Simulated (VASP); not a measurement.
# BaBr3 (P4/mmm) in VASP: single point with PBE

Aim: the single point of BaBr3 with PBE.

Everything below comes from runs of VASP 6.6.1. Logs are shortened: lines on timing, memory, paths and dates and some standing lists are left out, and cuts for length are marked.

### Step 1. The cell of the first run

Symmetry: P4/mmm, No. 123, tetragonal system. The conventional cell has a = 5.130 Å, b = 5.130 Å, c = 4.813 Å, α = 90.00°, β = 90.00°, γ = 90.00°. Ba (site symmetry 4/mmm) has 12 Br at 3.52 to 3.63 Å within 4.6 Å. Within 4.6 Å of Br (site symmetry mmm) lie 4 Ba at 3.52 Å and 8 Br at 3.52 to 3.63 Å. Within 4.6 Å of Br (site symmetry 4/mmm) lie 8 Br at 3.52 Å and 4 Ba at 3.63 Å.

### Step 2. Single point, PBE

File INCAR:

```
SYSTEM = BaBr3
ALGO = Normal ; EDIFF = 1E-7
ENCUT = 520 ; GGA = PE
ISIF = 2 ; ISMEAR = 0
LASPH = .TRUE. ; LCHARG = .FALSE.
LREAL = .FALSE. ; LWAVE = .FALSE.
NBANDS = 24 ; NELM = 60
PREC = Accurate ; SIGMA = 0.1
```

File KPOINTS:

```
k-points
0
G
  10 10 10
  0 0 0
```

File POSCAR:

```
BaBr3
1.0
    5.1298905645      0.0000000000      0.0000000000
    0.0000000000      5.1298905645      0.0000000000
    0.0000000000      0.0000000000      4.8127058481
Ba Br
1 3
Direct
    0.0000000000      0.0000000000      0.0000000000
    0.0000000000      0.5000000000      0.5000000000
    0.5000000000      0.0000000000      0.5000000000
    0.5000000000      0.5000000000      0.0000000000
```

Potentials or basis: VASP PAW PBE potentials, release 64 (Ba_sv, Br).

Started as:

```console
> cat potpaw_PBE.64/Ba_sv/POTCAR potpaw_PBE.64/Br/POTCAR > POTCAR
> mpirun -np 1 vasp_std > vasp.out
```

OUTCAR:

```text
SYSTEM = BaBr3
   EDIFF = 1E-7
   ENCUT = 520
   GGA = PE
   ISIF = 2
   ISMEAR = 0
   LASPH = .TRUE.
   LREAL = .FALSE.
   NELM = 60
   PREC = Accurate

 ion  position               nearest neighbor table
   1  0.000  0.000  0.000-   2 3.52   3 3.52   2 3.52   3 3.52   2 3.52   2 3.52   3 3.52   3 3.52
                             4 3.63   4 3.63   4 3.63   4 3.63
   2  0.000  0.500  0.500-   1 3.52   1 3.52   1 3.52   1 3.52
   3  0.500  0.000  0.500-   1 3.52   1 3.52   1 3.52   1 3.52
   4  0.500  0.500  0.000-   1 3.63   1 3.63   1 3.63   1 3.63

  LATTYP: Found a simple tetragonal cell.
 ALAT       =     5.1298905645
 C/A-ratio  =     0.9381693016

  Lattice vectors:

 A1 = (   5.1298905645,   0.0000000000,   0.0000000000)
 A2 = (   0.0000000000,   5.1298905645,   0.0000000000)
 A3 = (   0.0000000000,   0.0000000000,   4.8127058481)

Analysis of symmetry for initial positions (statically):
=====================================================================
 Subroutine PRICEL returns:
 Original cell was already a primitive cell.

 Routine SETGRP: Setting up the symmetry group for a
 simple tetragonal supercell.

 Subroutine GETGRP returns: Found 16 space group operations
 (whereof 16 operations were pure point group operations)
 out of a pool of 16 trial point group operations.

The static configuration has the point symmetry D_4h.

Analysis of symmetry for dynamics (positions and initial velocities):
=====================================================================
 Subroutine PRICEL returns:
 Original cell was already a primitive cell.

 Routine SETGRP: Setting up the symmetry group for a
 simple tetragonal supercell.

 Subroutine GETGRP returns: Found 16 space group operations
 (whereof 16 operations were pure point group operations)
 out of a pool of 16 trial point group operations.

The dynamic configuration has the point symmetry D_4h.

 Subroutine INISYM returns: Found 16 space group operations
 (whereof 16 operations are pure point group operations),
 and found     1 'primitive' translations

----------------------------------------------------------------------------------------

                                     Primitive cell

  volume of cell :     126.6501

[... 83 lines left out ...]
   PREC   = accura    normal or accurate (medium, high low for compatibility)
   ISTART =      0    job   : 0-new  1-cont  2-samecut
   ICHARG =      2    charge: 1-file 2-atom 10-const
   ISPIN  =      1    spin polarized calculation?
   LNONCOLLINEAR =      F non collinear calculations
   LSORBIT =      F    spin-orbit coupling
   LASPH  =      T    aspherical Exc in radial PAW
   ENCUT  =  520.0 eV  38.22 Ry    6.18 a.u.   9.54  9.54  8.95*2*pi/ulx,y,z
   NELM   =     60;   NELMIN=  2; NELMDL= -5     # of ELM steps
   EDIFF  = 0.1E-06   stopping-criterion for ELM
   LREAL  =      F    real-space projection
   EDIFFG = 0.1E-05   stopping-criterion for IOM
   NSW    =      0    number of steps for IOM
   IBRION =     -1    ionic relax: 0-MD 1-quasi-New 2-CG
   NFREE  =      0    steps in history (QN), initial steepest desc. (CG)
   ISIF   =      2    stress and relaxation
   ISYM   =      2    0-nonsym 1-usesym 2-fastsym
   POTIM  = 0.5000    time-step for ionic-motion
   TEBEG  =    0.0;   TEEND  =   0.0 temperature during run
   PSTRESS=    0.0 pullay stress
   NELECT =      31.0000    total number of electrons
   NUPDOWN=      -1.0000    fix difference up-down
   EMIN   =  10.00;   EMAX   =-10.00  energy-range for DOS
   EFERMI =   0.00;   METHOD = LEGACY
   ISMEAR =     0;   SIGMA  =   0.10  broadening in eV -4-tet -1-fermi 0-gaus
   EFERMI_NEDOS =   21; number of points for ismear=-14 and -15
   IALGO  =     38    algorithm
   IMIX   =      4    mixing-type and parameters
     AMIX     =   0.40;   BMIX     =  1.00
     AMIX_MAG =   1.60;   BMIX_MAG =  1.00
  volume/ion in A,a.u.               =      31.66       213.67
  Fermi-wavevector in a.u.,A,eV,Ry     =   1.024064  1.935199 14.268512  1.048706
  Thomas-Fermi vector in A             =   2.157831
   LORBIT       =      0    0 simple, 1 ext, 2 COOP (PROOUT), +10 PAW based schemes
   GGA     = PE    functional components
   LHFCALC =     F    Hartree Fock is set to
   AEXX    =    0.0000 exact exchange contribution
   IVDW    =     0    specifies the selected vdW correction
   LEPSILON=     F    determine dielectric tensor
   LRPA    =     F    only Hartree local field effects (RPA)
 non-spin polarized calculation
 Gauss-broadening in eV      SIGMA  =   0.10
  energy-cutoff  :      520.00
  volume of cell :      126.65
 maximum number of plane-waves:      3456
 NGX is ok and might be reduce to    40
   NGX = 19   NGY = 19   NGZ = 17

 number of electron      30.9999999 magnetization

 Free energy of the ion-electron system (eV)
  ---------------------------------------------------
  ext. energy  EPLUGINS =         0.00000000
  ---------------------------------------------------
  free energy    TOTEN  =       -12.41974146 eV

  energy without entropy =      -12.38213539  energy(sigma->0) =      -12.40093843

 E-fermi :   1.1688     XC(G=0):  -8.7507

 val. band max:        1.1686496005   @ k =   0.1000   0.0000   0.0000
 cond. band min:       1.1694190221   @ k =   0.5000   0.5000   0.2000
 fundamental gap:      0.0007694216
 Fermi energy:         1.1687530831

 k-point     1 :       0.0000    0.0000    0.0000
  band No.  band energies     occupation
      1     -25.7395      2.00000
      2     -12.9362      2.00000
      3     -12.0118      2.00000
      4     -11.9385      2.00000
      5     -10.8777      2.00000
      6     -10.8777      2.00000
[... 637 lines left out ...]
     23       8.8180      0.00000
     24      10.7111      0.00000

 [... further k-points ...]
[... 5 lines left out ...]
  --------------------------------------------------------------------------------------
  -------------------------------------------------------------------------------------
  Total        0.2164327      0.2164327      0.2238148      0.0000000      0.0000000     -0.0000000
  in kB        2.7379649      2.7379649      2.8313521      0.0000000      0.0000000     -0.0000000
  external PRESSURE =       2.7690940 kB  Pullay stress =       0.0000000 kB

 VOLUME and BASIS-vectors are now :
 -----------------------------------------------------------------------------
  energy-cutoff  :      520.00
  volume of cell :      126.65
      direct lattice vectors                 reciprocal lattice vectors
     5.129890565  0.000000000  0.000000000     0.194935932  0.000000000  0.000000000
     0.000000000  5.129890565  0.000000000     0.000000000  0.194935932  0.000000000
     0.000000000  0.000000000  4.812705848     0.000000000  0.000000000  0.207783320

 POSITION                                       TOTAL-FORCE (eV/Angst)
 -----------------------------------------------------------------------------------
      0.00000      0.00000      0.00000         0.000000      0.000000      0.000000
      0.00000      2.56495      2.40635         0.000000      0.000000      0.000000
      2.56495      0.00000      2.40635         0.000000      0.000000      0.000000
      2.56495      2.56495      0.00000         0.000000      0.000000      0.000000
 -----------------------------------------------------------------------------------
    total drift:                                0.000000      0.000000     -0.000000

  FREE ENERGIE OF THE ION-ELECTRON SYSTEM (eV)
  ---------------------------------------------------
  free  energy   TOTEN  =       -12.4197414648 eV

  energy  without entropy=      -12.3821353863  energy(sigma->0) =      -12.40093843
```

OSZICAR:

```text
N       E                     dE             d eps       ncg     rms          rms(c)
DAV:   1     0.194740303139E+03    0.19474E+03   -0.12974E+04  6048   0.110E+03
DAV:   2     0.153630626978E+01   -0.19320E+03   -0.18408E+03  8512   0.198E+02
DAV:   3    -0.122241176307E+02   -0.13760E+02   -0.13623E+02  7944   0.573E+01
DAV:   4    -0.124888507061E+02   -0.26473E+00   -0.26448E+00  8192   0.788E+00
DAV:   5    -0.124929493826E+02   -0.40987E-02   -0.40983E-02  8080   0.842E-01    0.431E+00
DAV:   6    -0.124191929498E+02    0.73756E-01   -0.27802E-01  7464   0.217E+00    0.267E+00
DAV:   7    -0.124156227788E+02    0.35702E-02   -0.13814E-01  7944   0.170E+00    0.146E+00
DAV:   8    -0.124178299762E+02   -0.22072E-02   -0.53867E-02  7240   0.132E+00    0.308E-01
DAV:   9    -0.124192542879E+02   -0.14243E-02   -0.71518E-03  7560   0.436E-01    0.137E-01
DAV:  10    -0.124195624918E+02   -0.30820E-03   -0.61827E-04  7568   0.143E-01    0.665E-02
DAV:  11    -0.124197203076E+02   -0.15782E-03   -0.24294E-04  7424   0.970E-02    0.232E-02
DAV:  12    -0.124197416365E+02   -0.21329E-04   -0.36797E-05  7448   0.344E-02    0.105E-02
DAV:  13    -0.124197415437E+02    0.92720E-07   -0.23930E-06  9112   0.713E-03    0.381E-03
DAV:  14    -0.124197414648E+02    0.78940E-07   -0.37101E-07  7616   0.348E-03
   1 F= -.12419741E+02 E0= -.12400938E+02  d E =-.376061E-01
```

stdout:

```text
POSCAR found type information on POSCAR BaBr
 POSCAR found :  2 types and       4 ions
 scaLAPACK will be used
 LDA part: xc-table for (Slater+PW92), standard interpolation
 POSCAR, INCAR and KPOINTS ok, starting setup
 FFT: planning ... GRIDC
 FFT: planning ... GRID_SOFT
 FFT: planning ... GRID
 WAVECAR not read
 entering main loop
```

Wall time 4.1 min (1 thread of Intel Xeon Platinum 8259CL at 2.50GHz (Skylake/Cascade Lake), shared host); peak memory 0.47 GiB.

Results:

```
Free energy : -12.4197 eV
Pressure    : 0.3 GPa
```

Levels at points of the mesh, in eV from the Fermi level:
| k point | band 14 | band 15 | band 16 | band 17 | band 18 | band 19 |
| --- | --- | --- | --- | --- | --- | --- |
| (0.00, 0.00, 0.00) | 0.04 | 0.10 | 0.10 | 3.07 | 3.49 | 4.00 |
| (0.50, 0.00, 0.00) | -1.34 | -0.41 | -0.17 | 4.62 | 4.72 | 5.04 |
| (0.50, 0.50, 0.00) | -1.35 | -0.51 | -0.02 | 4.87 | 5.14 | 6.41 |
| (0.00, 0.00, 0.50) | -1.46 | -0.50 | -0.50 | 4.71 | 5.13 | 5.68 |
| (0.50, 0.00, 0.50) | -1.35 | -0.16 | 0.19 | 5.11 | 5.25 | 6.30 |
| (0.50, 0.50, 0.50) | -0.07 | 0.03 | 0.28 | 4.50 | 4.59 | 4.59 |

Caveat: spin-orbit coupling is left out, which moves the levels of the heavy elements; an odd number of electrons without spin polarisation forces a metal; a magnetic or distorted state may lie lower.
